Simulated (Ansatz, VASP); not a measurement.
BaTiO3 in VASP and in Ansatz

File INCAR:

```
PREC = Accurate
ENCUT = 520
EDIFF = 1E-7
ISMEAR = 0
SIGMA = 0.05
LREAL = F
LASPH = T
NELM = 150
ALGO = Normal
ISIF = 2
LWAVE = F
LCHARG = F
LMAXMIX = 4
LDAU = T
LDAUTYPE = 2
LDAUL = -1 2 -1
LDAUU = 0 4 0
LDAUJ = 0 0 0
LDAUPRINT = 1
GGA = PE
NBANDS = 28
```

The input KPOINTS:

```
Automatic mesh
0
Gamma
  6 6 6
```

File POSCAR:

```
BaTiO3
1.0
    2.8603720851      1.6514365933      2.3460535783
   -2.8603720851      1.6514365933      2.3460535783
    0.0000000000     -3.3028731867      2.3460535783
Ba Ti O
1 1 3
Direct
    0.0026800181      0.0026800181      0.0026800181
    0.5857006929      0.5857006929      0.4948706843
    0.4903227049      0.4903227049      0.9825753212
    0.4903227049      0.9825753212      0.4903227049
    0.9825753212      0.4903227049      0.4903227049
```

Input for Ansatz:

```yaml
crystal:
  lattice:
    - [2.8603720851, 1.6514365933, 2.3460535783]
    - [-2.8603720851, 1.6514365933, 2.3460535783]
    - [0.0, -3.3028731867, 2.3460535783]
  atoms:
    - { symbol: Ba, position: [0.0026800181, 0.0026800181, 0.0026800181] }
    - { symbol: Ti, position: [0.5857006929, 0.5857006929, 0.4948706843] }
    - { symbol: O, position: [0.4903227049, 0.4903227049, 0.9825753212] }
    - { symbol: O, position: [0.4903227049, 0.9825753212, 0.4903227049] }
    - { symbol: O, position: [0.9825753212, 0.4903227049, 0.4903227049] }
basis:
  ecutwfc: 420
kpoints:
  mp_grid: { grid: [6, 6, 6] }
hamiltonian:
  xc: pbe
  hubbard: { sites: [{ species: Ti, l: d, u_eff: 4.0 }] }
scf:
  occupations: { method: gaussian, width: 0.05 }
output:
  forces: true
  stress: true
  eigenvalues: true
```

Alike in both runs: task single point; functional PBE; k mesh 6 × 6 × 6; occupations gaussian, width 0.05 eV; no spin polarisation; Hubbard terms Ti d U = 4.0 eV.

|  | VASP | Ansatz |
| --- | --- | --- |
| version | VASP 6.6.1 | Ansatz 0.2.0 |
| potentials or method | VASP PAW PBE potentials, release 64 (Ba_sv, Ti_sv, O), cutoff 520 eV | scalar-relativistic, plane waves, PAW |
| valence electrons in the cell | 40 | 40 |

```csv
,VASP,Ansatz,Ansatz less VASP
gap on the k mesh at the Fermi level (eV),3.62,3.68,+0.057
least direct gap on the mesh (eV),4.17,4.23,+0.060
pressure (GPa),21.6,17.4,-4.22
"traceless stress, the component that is largest in VASP (GPa)",14.22,11.26,-2.959
rms of the force components (eV/Å),3.480,3.017,-0.4632
```

The programs project onto different local orbitals, so the same U acts differently, and such runs can settle in different states. Atom by atom the forces differ by 0.489 eV/Å (rms over components).

Spin-orbit coupling is off throughout.
